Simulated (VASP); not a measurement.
# Ge2P (P6_3/mmc) in VASP: a series of runs

Ge2P is run at these levels: PBE; tasks: single point, relaxation of cell and atoms.

Everything below comes from runs of VASP 6.6.1. Logs are shortened: lines on timing, memory, paths and dates and some standing lists are left out, and cuts for length are marked.

## Step 1: The cell of the first run

Symmetry: P6_3/mmc, No. 194, hexagonal system. Conventional cell: a = 3.243 Å, b = 3.243 Å, c = 17.079 Å, α = 90.00°, β = 90.00°, γ = 120.00°. Ge (site symmetry 3m) has 3 P at 2.40 Å and 7 Ge at 3.01 to 3.24 Å within 3.3 Å. Within 3.3 Å of P (site symmetry -6m2) lie 6 Ge at 2.40 Å and 6 P at 3.24 Å.

The cell was generated, and may not be a known phase.

## Step 2: Single point, PBE

INCAR reads:

```
SYSTEM = Ge2P
ALGO     = Normal         ! electronic algorithm
EDIFF    = 1E-6           ! SCF threshold, eV
ENCUT    = 520            ! plane-wave cutoff, eV
GGA      = PE             ! functional
ISIF     = 2              ! what is computed and relaxed
ISMEAR   = 0              ! smearing method
LASPH    = .True.         ! aspherical terms in the spheres
LCHARG   = .False.        ! write CHGCAR
LREAL    = .False.        ! projectors in reciprocal space
LWAVE    = .False.        ! write WAVECAR
NBANDS   = 42             ! bands
NELM     = 80             ! most SCF steps
PREC     = Accurate       ! precision mode
SIGMA    = 0.1            ! smearing width, eV
```

KPOINTS reads:

```
k-points
0
Gamma
  6 6 1
  0 0 0
```

POSCAR reads:

```
Ge2P
1.0
    3.2427079400      0.0000000000      0.0000000000
   -1.6213539700      2.8082674600      0.0000000000
    0.0000000000      0.0000000000     17.0785987100
Ge P
4 2
Direct
    0.0000000000      0.0000000000      0.3381146800
    0.0000000000      0.0000000000      0.1618853200
    0.0000000000      0.0000000000      0.8381146800
    0.0000000000      0.0000000000      0.6618853200
    0.6666666700      0.3333333300      0.2500000000
    0.3333333300      0.6666666700      0.7500000000
```

Potentials or basis: VASP PAW PBE potentials, release 64 (Ge_d, P).

The run is started by

```sh
$ cat potpaw_PBE.64/Ge_d/POTCAR potpaw_PBE.64/P/POTCAR > POTCAR
$ mpirun -np 1 vasp_std > vasp.out
```

OUTCAR:

```text
SYSTEM = Ge2P
   EDIFF = 1E-6
   ENCUT = 520
   GGA = PE
   ISIF = 2
   ISMEAR = 0
   LASPH = .True.
   LREAL = .False.
   NELM = 80
   PREC = Accurate

 ion  position               nearest neighbor table
   1  0.000  0.000  0.338-   5 2.40   5 2.40   5 2.40
   2  0.000  0.000  0.162-   5 2.40   5 2.40   5 2.40
   3  0.000  0.000  0.838-   6 2.40   6 2.40   6 2.40
   4  0.000  0.000  0.662-   6 2.40   6 2.40   6 2.40
   5  0.667  0.333  0.250-   1 2.40   2 2.40   1 2.40   2 2.40   1 2.40   2 2.40
   6  0.333  0.667  0.750-   3 2.40   4 2.40   3 2.40   4 2.40   3 2.40   4 2.40

  LATTYP: Found a hexagonal cell.
 ALAT       =     3.2427079400
 C/A-ratio  =     5.2667705591

  Lattice vectors:

 A1 = (   3.2427079400,   0.0000000000,   0.0000000000)
 A2 = (  -1.6213539700,   2.8082674600,   0.0000000000)
 A3 = (   0.0000000000,   0.0000000000,  17.0785987100)

Analysis of symmetry for initial positions (statically):
=====================================================================
 Subroutine PRICEL returns:
 Original cell was already a primitive cell.

 Routine SETGRP: Setting up the symmetry group for a
 hexagonal supercell.

 Subroutine GETGRP returns: Found 24 space group operations
 (whereof 12 operations were pure point group operations)
 out of a pool of 24 trial point group operations.

The static configuration has the point symmetry D_3d.
 The point group associated with its full space group is D_6h.

Analysis of symmetry for dynamics (positions and initial velocities):
=====================================================================
 Subroutine PRICEL returns:
 Original cell was already a primitive cell.

 Routine SETGRP: Setting up the symmetry group for a
 hexagonal supercell.

 Subroutine GETGRP returns: Found 24 space group operations
 (whereof 12 operations were pure point group operations)
 out of a pool of 24 trial point group operations.

The dynamic configuration has the point symmetry D_3d.
 The point group associated with its full space group is D_6h.

 Subroutine INISYM returns: Found 24 space group operations
 (whereof 12 operations are pure point group operations),
[... 81 lines left out ...]
   LNONCOLLINEAR =      F non collinear calculations
   LSORBIT =      F    spin-orbit coupling
   LASPH  =      T    aspherical Exc in radial PAW
   ENCUT  =  520.0 eV  38.22 Ry    6.18 a.u.   6.03  6.03 31.75*2*pi/ulx,y,z
   NELM   =     80;   NELMIN=  2; NELMDL= -5     # of ELM steps
   EDIFF  = 0.1E-05   stopping-criterion for ELM
   LREAL  =      F    real-space projection
   EDIFFG = 0.1E-04   stopping-criterion for IOM
   NSW    =      0    number of steps for IOM
   IBRION =     -1    ionic relax: 0-MD 1-quasi-New 2-CG
   NFREE  =      0    steps in history (QN), initial steepest desc. (CG)
   ISIF   =      2    stress and relaxation
   ISYM   =      2    0-nonsym 1-usesym 2-fastsym
   POTIM  = 0.5000    time-step for ionic-motion
   TEBEG  =    0.0;   TEEND  =   0.0 temperature during run
   PSTRESS=    0.0 pullay stress
   NELECT =      66.0000    total number of electrons
   NUPDOWN=      -1.0000    fix difference up-down
   EMIN   =  10.00;   EMAX   =-10.00  energy-range for DOS
   EFERMI =   0.00;   METHOD = LEGACY
   ISMEAR =     0;   SIGMA  =   0.10  broadening in eV -4-tet -1-fermi 0-gaus
   EFERMI_NEDOS =   21; number of points for ismear=-14 and -15
   IALGO  =     38    algorithm
   IMIX   =      4    mixing-type and parameters
     AMIX     =   0.40;   BMIX     =  1.00
     AMIX_MAG =   1.60;   BMIX_MAG =  1.00
  volume/ion in A,a.u.               =      25.92       174.92
  Fermi-wavevector in a.u.,A,eV,Ry     =   1.230240  2.324817 20.592299  1.513491
  Thomas-Fermi vector in A             =   2.365097
   LORBIT       =      0    0 simple, 1 ext, 2 COOP (PROOUT), +10 PAW based schemes
   GGA     = PE    functional components
   LHFCALC =     F    Hartree Fock is set to
   AEXX    =    0.0000 exact exchange contribution
   IVDW    =     0    specifies the selected vdW correction
   LEPSILON=     F    determine dielectric tensor
   LRPA    =     F    only Hartree local field effects (RPA)
 non-spin polarized calculation
 Gauss-broadening in eV      SIGMA  =   0.10
  energy-cutoff  :      520.00
  volume of cell :      155.52
 maximum number of plane-waves:      4248
   NGX = 13   NGY = 13   NGZ = 63

 number of electron      66.0000015 magnetization

 Free energy of the ion-electron system (eV)
  ---------------------------------------------------
  ext. energy  EPLUGINS =         0.00000000
  ---------------------------------------------------
  free energy    TOTEN  =       -25.84476172 eV

  energy without entropy =      -25.83297206  energy(sigma->0) =      -25.83886689

 E-fermi :   3.9474     XC(G=0):  -8.4502

 val. band max:        3.7008075457   @ k =   0.5000   0.0000   0.0000
 cond. band min:       4.0143022013   @ k =   0.3333   0.0000   0.0000
 fundamental gap:      0.3134946556
 Fermi energy:         3.9474081796

 k-point     1 :       0.0000    0.0000    0.0000
  band No.  band energies     occupation
      1     -21.0111      2.00000
      2     -21.0111      2.00000
      3     -20.9819      2.00000
      4     -20.9819      2.00000
      5     -20.9819      2.00000
      6     -20.9819      2.00000
[... 304 lines left out ...]
     41       8.9229      0.00000
     42       8.9229      0.00000

------------------------ aborting loop because EDIFF is reached ----------------------------------------

  FORCE on cell =-STRESS in cart. coord.  units (eV):
  Direction    XX          YY          ZZ          XY          YZ          ZX
  --------------------------------------------------------------------------------------
  -------------------------------------------------------------------------------------
  Total       11.9982459     11.9982459      5.2531284      0.0000000      0.0000000      0.0000000
  in kB      123.6032251    123.6032257     54.1165453      0.0000000      0.0000000      0.0000000
  external PRESSURE =     100.4409987 kB  Pullay stress =       0.0000000 kB

 VOLUME and BASIS-vectors are now :
 -----------------------------------------------------------------------------
  energy-cutoff  :      520.00
  volume of cell :      155.52
      direct lattice vectors                 reciprocal lattice vectors
     3.242707940  0.000000000  0.000000000     0.308384233  0.178045719  0.000000000
    -1.621353970  2.808267460  0.000000000     0.000000000  0.356091439  0.000000000
     0.000000000  0.000000000 17.078598710     0.000000000  0.000000000  0.058552813

 POSITION                                       TOTAL-FORCE (eV/Angst)
 -----------------------------------------------------------------------------------
      0.00000      0.00000      5.77452        -0.000000     -0.000000      0.899144
      0.00000      0.00000      2.76477        -0.000000     -0.000000     -0.899144
      0.00000      0.00000     14.31382         0.000000      0.000000      0.899144
      0.00000      0.00000     11.30407         0.000000      0.000000     -0.899144
      1.62135      0.93609      4.26965         0.000000     -0.000000      0.000000
     -0.00000      1.87218     12.80895        -0.000000      0.000000      0.000000
 -----------------------------------------------------------------------------------
    total drift:                               -0.000006      0.000003      0.000000

  FREE ENERGIE OF THE ION-ELECTRON SYSTEM (eV)
  ---------------------------------------------------
  free  energy   TOTEN  =       -25.8447617177 eV

  energy  without entropy=      -25.8329720605  energy(sigma->0) =      -25.83886689
```

OSZICAR:

```text
N       E                     dE             d eps       ncg     rms          rms(c)
DAV:   1     0.681553585370E+03    0.68155E+03   -0.32325E+04   702   0.353E+03
DAV:   2     0.966695262763E+02   -0.58488E+03   -0.56208E+03   588   0.857E+02
DAV:   3    -0.187452543047E+02   -0.11541E+03   -0.11284E+03   690   0.215E+02
DAV:   4    -0.263632708942E+02   -0.76180E+01   -0.75521E+01   696   0.620E+01
DAV:   5    -0.266057967591E+02   -0.24253E+00   -0.24217E+00   702   0.115E+01    0.870E+00
DAV:   6    -0.259093897623E+02    0.69641E+00   -0.11975E+00   808   0.616E+00    0.505E+00
DAV:   7    -0.258625565884E+02    0.46833E-01   -0.98729E-01   766   0.341E+00    0.110E+00
DAV:   8    -0.258453863441E+02    0.17170E-01   -0.22106E-01   712   0.278E+00    0.517E-01
DAV:   9    -0.258429640360E+02    0.24223E-02   -0.30352E-02   756   0.106E+00    0.257E-01
DAV:  10    -0.258439301549E+02   -0.96612E-03   -0.30174E-03   772   0.298E-01    0.117E-01
DAV:  11    -0.258448453273E+02   -0.91517E-03   -0.31588E-03   754   0.209E-01    0.879E-02
DAV:  12    -0.258447414888E+02    0.10384E-03   -0.27682E-04   764   0.967E-02    0.605E-02
DAV:  13    -0.258447583695E+02   -0.16881E-04   -0.24186E-04   678   0.686E-02    0.186E-02
DAV:  14    -0.258447608867E+02   -0.25172E-05   -0.27794E-05   614   0.248E-02    0.950E-03
DAV:  15    -0.258447617177E+02   -0.83092E-06   -0.20638E-06   454   0.953E-03
   1 F= -.25844762E+02 E0= -.25838867E+02  d E =-.117897E-01
```

Wall time 94 s (1 thread of Intel Xeon 8259CL, shared host); peak memory 0.26 GiB.

What came out:

- Free energy: -25.8448 eV
- Pressure: 10.0 GPa
- Largest force: 0.899 eV/Å
- Band gap on the k mesh: zero (bands 33 and 34 overlap by 4.15 eV)

Forces in eV/Å, atoms in the order of the input:
```
Ge   0.000  0.000  0.899
Ge   0.000  0.000 -0.899
Ge   0.000  0.000  0.899
Ge   0.000  0.000 -0.899
P    0.000  0.000  0.000
P    0.000  0.000  0.000
```

Caveat: the k points lie up to 0.37 Å⁻¹ apart, too coarse for converged energies and pressures of a metal.

## Step 3: Single point, PBE

This run uses another cell than the first one, of 26.88 Å³/atom.

INCAR reads:

```
SYSTEM = Ge2P
PREC = Accurate
ENCUT = 520
EDIFF = 1E-7
ISMEAR = 0
SIGMA = 0.1
LREAL = .False.
LASPH = .True.
NELM = 100
ALGO = Normal
ISIF = 2
LWAVE = .False.
LCHARG = .False.
GGA = PE
NBANDS = 42
```

KPOINTS reads:

```
regular mesh
0
Gamma
  6 6 1
  0 0 0
```

POSCAR reads:

```
Ge2P
1.0
    3.5178418783      0.0000000000      0.0000000000
   -1.7589209391      3.0465404331      0.0000000000
    0.0000000000      0.0000000000     15.0502369187
Ge P
4 2
Direct
    0.0000000000      0.0000000000      0.3504129021
    0.0000000000      0.0000000000      0.1495870979
    0.0000000000      0.0000000000      0.8504129021
    0.0000000000      0.0000000000      0.6495870979
    0.6666666667      0.3333333333      0.2500000000
    0.3333333333      0.6666666667      0.7500000000
```

Potentials or basis: VASP PAW PBE potentials, release 64 (Ge_d, P).

The run is started by

```sh
$ cat potpaw_PBE.64/Ge_d/POTCAR potpaw_PBE.64/P/POTCAR > POTCAR
$ mpirun -np 1 vasp_std > vasp.out
```

Run time: 2.1 min. Hardware: 1 thread of Intel Xeon 8259CL, shared host; peak memory 0.28 GiB.

The run converged. Its results:

* Free energy: -26.7917 eV
* Pressure: 0.0 GPa
* Largest force: 0.005 eV/Å
* Band gap on the k mesh: zero (bands 33 and 34 overlap by 2.67 eV)

Forces on the atoms (eV/Å):
```
Ge   0.000  0.000  0.005
Ge   0.000  0.000 -0.005
Ge   0.000  0.000  0.005
Ge   0.000  0.000 -0.005
P    0.000  0.000  0.000
P    0.000  0.000  0.000
```

Stress tensor (GPa, compression positive):
```
 0.04  0.00  0.00
 0.00  0.04  0.00
 0.00  0.00 -0.08
```

Levels at points of the mesh, in eV from the Fermi level:
```tsv
k point	band 30	band 31	band 32	band 33	band 34	band 35
(0.00, 0.00, 0.00)	-1.16	-1.16	-0.81	0.72	1.22	3.21
(0.50, 0.00, 0.00)	-3.04	-3.04	-2.72	-0.35	-0.25	1.14
```

Caveat: the k points lie up to 0.42 Å⁻¹ apart, too coarse for converged energies and pressures of a metal.

## Step 4: Relaxation of cell and atoms, PBE

INCAR reads:

```
PREC = Accurate
ENCUT = 600
EDIFF = 1E-6
ISMEAR = 0
SIGMA = 0.1
LREAL = F
LASPH = T
NELM = 60
ALGO = Normal
ISIF = 3
LWAVE = F
LCHARG = F
GGA = PE
IBRION = 2
NSW = 90
EDIFFG = -0.04
```

KPOINTS reads:

```
regular mesh
0
Gamma
  6 6 1
```

POSCAR reads:

```
Ge2P
1.0
    3.2427079400      0.0000000000      0.0000000000
   -1.6213539700      2.8082674600      0.0000000000
    0.0000000000      0.0000000000     17.0785987100
Ge P
4 2
Direct
    0.0000000000      0.0000000000      0.3381146800
    0.0000000000      0.0000000000      0.1618853200
    0.0000000000      0.0000000000      0.8381146800
    0.0000000000      0.0000000000      0.6618853200
    0.6666666700      0.3333333300      0.2500000000
    0.3333333300      0.6666666700      0.7500000000
```

The run is started by

```sh
$ cat potpaw_PBE.64/Ge_d/POTCAR potpaw_PBE.64/P/POTCAR > POTCAR
$ mpirun -np 1 vasp_std > vasp.out
```

Wall time 7.5 min (1 thread of Intel Xeon 8259CL, shared host); peak memory 0.34 GiB.

It converged, with:

- Free energy: -26.7695 eV
- Relaxed cell: a = 3.514 Å, b = 3.514 Å, c = 17.063 Å, α = 90.00°, β = 90.00°, γ = 120.00°
- Space group after relaxing (to 0.1 Å): P6_3/mmc (No. 194)
- Energy gained by relaxing: 154.0 meV/atom
- Ionic steps: 5
- Pressure after relaxing: 0.1 GPa
- Largest force after relaxing: 0.032 eV/Å
- Band gap on the k mesh: zero (bands 33 and 34 overlap by 2.76 eV)

Forces in eV/Å, atoms in the order of the input:
```
Ge   0.000  0.000  0.032
Ge   0.000  0.000 -0.032
Ge   0.000  0.000  0.032
Ge   0.000  0.000 -0.032
P    0.000  0.000  0.000
P    0.000  0.000  0.000
```

Stress tensor (GPa, compression positive):
```
 0.14  0.00  0.00
 0.00  0.14  0.00
 0.00  0.00 -0.01
```

The path:
| step | energy change (eV) | largest force (eV/Å) | pressure (GPa) | volume (Å³) |
| --- | --- | --- | --- | --- |
| 1 | 0.0000 | 0.8997 | 10.11 | 155.52 |
| 2 | -0.6468 | 1.1007 | -3.35 | 195.16 |
| 3 | -0.8128 | 0.5823 | -0.24 | 180.75 |
| 4 | -0.9233 | 0.0057 | 0.06 | 182.34 |
| 5 | -0.9240 | 0.0316 | 0.09 | 182.46 |

Final structure:
```
Ge P
1.0
     3.51394    0.00000    0.00000
    -1.75697    3.04316    0.00000
     0.00000    0.00000   17.06267
Ge P
4 2
Direct
  0.00000 0.00000 0.33838
  0.00000 0.00000 0.16162
  0.00000 0.00000 0.83838
  0.00000 0.00000 0.66162
  0.66667 0.33333 0.25000
  0.33333 0.66667 0.75000
```

Levels at points of the mesh, in eV from the Fermi level:
| k point | band 30 | band 31 | band 32 | band 33 | band 34 | band 35 |
| --- | --- | --- | --- | --- | --- | --- |
| (0.00, 0.00, 0.00) | -1.41 | -1.41 | -1.41 | 0.57 | 0.86 | 2.98 |
| (0.50, 0.00, 0.00) | -3.29 | -3.14 | -3.07 | -0.54 | -0.52 | 1.16 |

Caveat: the k points lie up to 0.34 Å⁻¹ apart in the final cell, too coarse for converged energies and pressures of a metal; the volume moved by over 15 % at a fixed basis, so the end points are rough; the relaxation moved the vacuum too, so the length across it says nothing of the material.

(Part 1 of 2 ends here.)

The gap in the log of VASP goes by the Fermi energy; the results here count the filled bands.